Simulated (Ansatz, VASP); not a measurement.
# One calculation of Sb, two programs

```xyz
2
Lattice="4.0685 0.0000 0.0000 -2.0343 3.5234 0.0000 0.0000 0.0000 17.6500" Properties=species:S:1:pos:R:3 pbc="T T T"
Sb    0.0000    2.3489    8.0000
Sb    2.0343    1.1745    9.6500
```

Alike in both runs: task single point; functional PBE; k mesh 12 × 12 × 1; occupations gaussian, width 0.03 eV; no spin polarisation.

|  | VASP | Ansatz |
| --- | --- | --- |
| version | VASP 6.6.1 | Ansatz 0.2.0 |
| potentials or method | VASP PAW PBE potentials, release 64 (Sb_d_GW), cutoff 400 eV | scalar-relativistic, plane waves, PAW |
| valence electrons in the cell | 30 | 30 |

Ansatz gave:

```
gap on the k mesh at the Fermi level (eV) : 1.18
least direct gap on the mesh (eV)         : 1.67
rms of the force components (eV/Å)        : 0.019
```

Q: Which values does VASP return?

A: gap on the k mesh at the Fermi level (eV): 1.18; least direct gap on the mesh (eV): 1.66; rms of the force components (eV/Å): 0.019.

Atom by atom the forces differ by 0.000 eV/Å (rms over components).

Neither program's run includes spin-orbit coupling.
